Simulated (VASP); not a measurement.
# BAs in VASP: a series of runs

BAs is run at these levels: PBE+D3(BJ); tasks: single point.

Program: VASP 6.6.1. These are calculated values, not measurements. Logs are shortened: lines on timing, memory, paths and dates and some standing lists are left out, and cuts for length are marked.

**1. The cell of the first run**

The cell holds a sheet with vacuum, 2 atoms: a = 3.380 Å, b = 3.380 Å, c = 14.000 Å, α = 90.00°, β = 90.00°, γ = 120.00°.

**2. Single point, PBE+D3(BJ)**

The input, INCAR:

```
PREC = Accurate
ENCUT = 420
EDIFF = 1E-6
ISMEAR = 0
SIGMA = 0.03
LREAL = False
LASPH = True
NELM = 120
ALGO = Normal
ISIF = 2
LWAVE = False
LCHARG = False
LDIPOL = True
IDIPOL = 3
DIPOL = 0.5 0.5 0.500
GGA = PE
IVDW = 12
NBANDS = 11
GGA_COMPAT = False
NELMDL = -8
```

The input, KPOINTS:

```
regular mesh
0
Gamma
  12 12 1
```

The input, POSCAR:

```
BAs
1.0
    3.3800000000      0.0000000000      0.0000000000
   -1.6900000000      2.9271658648      0.0000000000
    0.0000000000      0.0000000000     14.0000000000
B As
1 1
Direct
    0.3333330000      0.6666670000      0.5000000000
    0.6666670000      0.3333330000      0.5000000000
```

Potentials or basis: VASP PAW PBE potentials, release 64 (B, As).

On the command line:

```
cat potpaw_PBE.64/B/POTCAR potpaw_PBE.64/As/POTCAR > POTCAR
mpirun -np 1 vasp_std > vasp.out
```

OUTCAR:

```text
PREC = Accurate
   ENCUT = 420
   EDIFF = 1E-6
   ISMEAR = 0
   LREAL = False
   LASPH = True
   NELM = 120
   ISIF = 2
   GGA = PE
   IVDW = 12
   NELMDL = -8
 IVDW          = 12

 ion  position               nearest neighbor table
   1  0.333  0.667  0.500-   2 1.95   2 1.95   2 1.95
   2  0.667  0.333  0.500-   1 1.95   1 1.95   1 1.95

  LATTYP: Found a hexagonal cell.
 ALAT       =     3.3800000000
 C/A-ratio  =     4.1420118343

  Lattice vectors:

 A1 = (   3.3800000000,   0.0000000000,   0.0000000000)
 A2 = (  -1.6900000000,   2.9271658648,   0.0000000000)
 A3 = (   0.0000000000,   0.0000000000,  14.0000000000)

Analysis of symmetry for initial positions (statically):
=====================================================================
 Subroutine PRICEL returns:
 Original cell was already a primitive cell.

 Routine SETGRP: Setting up the symmetry group for a
 hexagonal supercell.

 Subroutine GETGRP returns: Found 12 space group operations
 (whereof 12 operations were pure point group operations)
 out of a pool of 24 trial point group operations.

The static configuration has the point symmetry D_3h.

Analysis of symmetry for dynamics (positions and initial velocities):
=====================================================================
 Subroutine PRICEL returns:
 Original cell was already a primitive cell.

 Routine SETGRP: Setting up the symmetry group for a
 hexagonal supercell.

 Subroutine GETGRP returns: Found 12 space group operations
 (whereof 12 operations were pure point group operations)
 out of a pool of 24 trial point group operations.

The dynamic configuration has the point symmetry D_3h.

 Subroutine INISYM returns: Found 12 space group operations
 (whereof 12 operations are pure point group operations),
 and found     1 'primitive' translations

----------------------------------------------------------------------------------------

                                     Primitive cell

  volume of cell :     138.5135

  direct lattice vectors                    reciprocal lattice vectors
     3.380000000  0.000000000  0.000000000     0.295857988  0.170813689  0.000000000
    -1.690000000  2.927165865  0.000000000     0.000000000  0.341627378  0.000000000
     0.000000000  0.000000000 14.000000000     0.000000000  0.000000000  0.071428571

  length of vectors
     3.380000000  3.380000000 14.000000000     0.341627378  0.341627378  0.071428571

  position of ions in fractional coordinates (direct lattice)
     0.333333000  0.666667000  0.500000000
     0.666667000  0.333333000  0.500000000

  ion indices of the primitive-cell ions
   primitive index   ion index
[... 86 lines left out ...]
   IMIX   =      4    mixing-type and parameters
     AMIX     =   0.40;   BMIX     =  1.00
     AMIX_MAG =   1.60;   BMIX_MAG =  1.00
  volume/ion in A,a.u.               =      69.26       467.37
  Fermi-wavevector in a.u.,A,eV,Ry     =   0.632811  1.195840  5.448453  0.400450
  Thomas-Fermi vector in A             =   1.696254
   LORBIT       =      0    0 simple, 1 ext, 2 COOP (PROOUT), +10 PAW based schemes
   GGA     = PE    functional components
   LHFCALC =     F    Hartree Fock is set to
   AEXX    =    0.0000 exact exchange contribution
   IVDW    =    12    specifies the selected vdW correction
   LEPSILON=     F    determine dielectric tensor
   LRPA    =     F    only Hartree local field effects (RPA)
 non-spin polarized calculation
 Gauss-broadening in eV      SIGMA  =   0.03
  energy-cutoff  :      420.00
  volume of cell :      138.51
 maximum number of plane-waves:      2725
 NGX is ok and might be reduce to    24
   NGX = 11   NGY = 11   NGZ = 47

 dipolmoment           0.000000      0.000000     -0.000000 electrons x Angstroem

 number of electron       8.0000000 magnetization

 dipolmoment           0.000000      0.000000      0.000000 electrons x Angstroem

 Free energy of the ion-electron system (eV)
  ---------------------------------------------------
  ext. energy  EPLUGINS =         0.00000000
  ---------------------------------------------------
  free energy    TOTEN  =       -10.64199873 eV

  energy without entropy =      -10.64199873  energy(sigma->0) =      -10.64199873

 E-fermi :  -2.6599     XC(G=0):  -3.0658

 val. band max:       -2.7936696522   @ k =   0.3333   0.3333   0.0000
 cond. band min:      -2.0473237134   @ k =   0.3333   0.3333   0.0000
 fundamental gap:      0.7463459388
 Fermi energy:        -2.6599415440

 k-point     1 :       0.0000    0.0000    0.0000
  band No.  band energies     occupation
      1     -16.6290      2.00000
      2      -6.7330      2.00000
      3      -4.3205      2.00000
      4      -4.3204      2.00000
      5       0.7950      0.00000
      6       1.0432      0.00000
      7       2.0161      0.00000
      8       2.0307      0.00000
      9       2.0308      0.00000
     10       2.6093      0.00000
     11       4.5811      0.00000
[... 239 lines left out ...]
 k-point    19 :       0.3333    0.3333    0.0000
  band No.  band energies     occupation
      1     -13.7185      2.00000
      2     -10.7001      2.00000
      3      -8.7947      2.00000
      4      -2.7937      2.00000
      5      -2.0473      0.00000
      6       3.6040      0.00000
      7       3.8186      0.00000
      8       5.6672      0.00000
      9       6.3436      0.00000
     10       6.6954      0.00000
     11       7.1094      0.00000

------------------------ aborting loop because EDIFF is reached ----------------------------------------

 vacuum level on the upper side and lower side of the slab       (xc-potential included)        -0.089        -0.089

 Edisp (eV)   -0.26265

 E8    (eV) :    -0.1111

  FORCE on cell =-STRESS in cart. coord.  units (eV):
  Direction    XX          YY          ZZ          XY          YZ          ZX
  --------------------------------------------------------------------------------------
  -------------------------------------------------------------------------------------
  Total       0.04867     0.04867    -0.01047     0.00000    -0.00000    -0.00000
  in kB       0.56301     0.56301    -0.12115     0.00000    -0.00000    -0.00000
  external pressure =        0.33 kB  Pullay stress =        0.00 kB

 VOLUME and BASIS-vectors are now :
 -----------------------------------------------------------------------------
  energy-cutoff  :      420.00
  volume of cell :      138.51
      direct lattice vectors                 reciprocal lattice vectors
     3.380000000  0.000000000  0.000000000     0.295857988  0.170813689  0.000000000
    -1.690000000  2.927165865  0.000000000     0.000000000  0.341627378  0.000000000
     0.000000000  0.000000000 14.000000000     0.000000000  0.000000000  0.071428571

 POSITION                                       TOTAL-FORCE (eV/Angst)
 -----------------------------------------------------------------------------------
     -0.00000      1.95144      7.00000         0.000000      0.000000      0.000000
      1.69000      0.97572      7.00000        -0.000000      0.000000      0.000000
 -----------------------------------------------------------------------------------
    total drift:                               -0.000128      0.000074      0.000000

  FREE ENERGIE OF THE ION-ELECTRON SYSTEM (eV)
  ---------------------------------------------------
  free  energy   TOTEN  =       -10.9046480161 eV

  energy  without entropy=      -10.9046480161  energy(sigma->0) =      -10.90464802

 vacuum level on the upper side and lower side of the slab         2.043         2.043
```

OSZICAR:

```text
N       E                     dE             d eps       ncg     rms          rms(c)
DAV:   1     0.378540764949E+02    0.37854E+02   -0.23566E+03   418   0.416E+02
DAV:   2    -0.769108033355E+01   -0.45545E+02   -0.41067E+02   558   0.880E+01
DAV:   3    -0.112844856477E+02   -0.35934E+01   -0.35794E+01   544   0.306E+01
[... 15 lines left out ...]
DAV:  19    -0.106419752967E+02   -0.15962E-04   -0.14546E-06   515   0.519E-03    0.595E-03
DAV:  20    -0.106419936660E+02   -0.18369E-04   -0.19031E-06   435   0.480E-03    0.542E-04
DAV:  21    -0.106419975282E+02   -0.38622E-05   -0.21450E-07   466   0.159E-03    0.150E-03
DAV:  22    -0.106419986299E+02   -0.11017E-05   -0.59314E-08   432   0.717E-04    0.362E-04
DAV:  23    -0.106419987302E+02   -0.10035E-06   -0.28059E-09   476   0.172E-04
   1 F= -.10904648E+02 E0= -.10904648E+02  d E =-.551674E-12
```

stdout:

```text
POSCAR found type information on POSCAR B As
 POSCAR found :  2 types and       2 ions
 scaLAPACK will be used
 LDA part: xc-table for (Slater+PW92), standard interpolation
 POSCAR, INCAR and KPOINTS ok, starting setup
 FFT: planning ... GRIDC
 FFT: planning ... GRID_SOFT
 FFT: planning ... GRID
 WAVECAR not read
 entering main loop
```

Run time: 28 s. Hardware: 1 thread of Intel Xeon Platinum 8559C (Emerald Rapids), shared host; peak memory 0.22 GiB.

What came out:

| Item | Value |
| --- | --- |
| Free energy | -10.9046 eV |
| Band gap on the k mesh | 0.75 eV |
| Dispersion energy per atom | -0.131 eV |

(Continued in part 2 of 2.)
